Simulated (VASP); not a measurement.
Sn, 2 atoms in the cell. The structure is hexagonal, space group P6_3/mmc (No. 194). The conventional cell has a = 3.465 Å, b = 3.465 Å, c = 5.761 Å, α = 90.00°, β = 90.00°, γ = 120.00°. Within 4.6 Å of Sn (site symmetry -6m2) lie 12 Sn at 3.47 to 3.51 Å. This isn't the form of Sn at room conditions, which is tetragonal (white tin).

| Property | Result |
| --- | --- |
| Program | VASP 6.6.1 |
| Task | single point |
| Functional | PBE |
| Potentials or basis | VASP PAW PBE potentials, release 64 (Sn_d) |
| Cutoff | 520 eV |
| k mesh | 12 × 12 × 7 |
| Occupations | fermi-dirac, width 0.1 eV |
| Spin | no spin polarisation |
| Dipole correction | no |
| Further INCAR settings | ALGO = Normal; EDIFF = 1e-06; NBANDS = 21 |

Potentials or basis: VASP PAW PBE potentials, release 64 (Sn_d).

The run is started by

```console
$ cat potpaw_PBE.64/Sn_d/POTCAR > POTCAR
$ mpirun -np 1 vasp_std > vasp.out
```

Hardware: 1 thread of Intel(R) Xeon(R) 6975P-C (Granite Rapids), with other jobs on the host.

Task: Estimate the wall time of this run.

Result: Wall time 38 s on 1 thread of Intel(R) Xeon(R) 6975P-C (Granite Rapids), on a shared host, peak memory 0.22 GiB. Counts: scf iterations 11, k points 76.
